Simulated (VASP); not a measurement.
## CuAu: single point with r2SCAN

Crystal: CuAu.

```xyz
2
Lattice="2.8840 0.0000 0.0000 0.0000 2.8840 0.0000 0.0000 0.0000 3.6700" Properties=species:S:1:pos:R:3 pbc="T T T"
Cu    1.4420    1.4420    1.8350
Au    0.0000    0.0000    0.0000
```

This cell differs from its parent crystal: strain +0.0300 x Voigt [1, 1, 0, 0, 0, 0].

```yaml
Program: VASP 6.6.1
Task: single point
Functional: r2SCAN
Potentials_or_basis: VASP PAW PBE potentials, release 64 (Cu, Au)
Cutoff: 520 eV
k_mesh: 18 × 18 × 14
Occupations: gaussian, width 0.15 eV
Spin: no spin polarisation
```

```
Pressure               : -6.7 GPa
Band gap on the k mesh : zero (band 11 reaches 13.40 eV, above the bottom of band 12 at 5.87 eV)
```

Stress tensor (GPa, compression positive):
```
-6.61  0.00  0.00
 0.00 -6.61  0.00
 0.00  0.00 -6.78
```

Levels at points of the mesh, in eV from the Fermi level:
```
           k point  band 9  band 10  band 11  band 12  band 13  band 14
(0.00, 0.00, 0.00)   -1.79    -1.58    -1.58     2.71     8.52     9.93
(0.50, 0.00, 0.00)   -2.44    -2.23    -0.99    -0.46     9.84    10.06
(0.50, 0.50, 0.00)   -1.46    -1.46     0.68     0.68     4.67     6.70
(0.00, 0.00, 0.50)   -2.36    -2.36    -2.30    -2.06    14.47    14.60
(0.50, 0.00, 0.50)   -1.65    -1.64    -0.80    -0.79     2.43     4.46
(0.50, 0.50, 0.50)   -1.95    -1.76     5.47     5.53     5.53     5.73
```

Wall time 12 min on 1 thread of Intel(R) Xeon(R) Platinum 8259CL CPU @ 2.50GHz (Skylake/Cascade Lake), on a shared host, peak memory 0.36 GiB.

Caveat: the cell differs from its parent crystal (strain +0.0300 x Voigt [1, 1, 0, 0, 0, 0]); the PAW data sets were made with another functional, which shifts forces and pressure a little; spin-orbit coupling is left out, which moves the levels of the heavy elements.
